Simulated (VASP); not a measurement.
Here is a VASP 6.6.1 calculation.

INCAR

```
PREC = Accurate ; ENCUT = 520
EDIFF = 1E-6 ; ISMEAR = -1
SIGMA = 0.05 ; LREAL = F
LASPH = T ; NELM = 80
ALGO = Normal ; ISIF = 2
LWAVE = F ; LCHARG = F
GGA = PE ; NBANDS = 14
```

File KPOINTS:

```
regular mesh
0
Gamma
  14 14 14
```

POSCAR

```
Bi
1.0
   -1.9978264918      1.9978264918      1.9978264918
    1.9978264918     -1.9978264918      1.9978264918
    1.9978264918      1.9978264918     -1.9978264918
Bi
1
Direct
    0.0000000000      0.0000000000      0.0000000000
```

Potentials or basis: VASP PAW PBE potentials, release 64 (Bi_d).

Command:

```bash
$ cat potpaw_PBE.64/Bi_d/POTCAR > POTCAR
$ mpirun -np 1 vasp_std > vasp.out
```

(1) Estimate the pressure.

Results:

(1) -0.6 GPa.
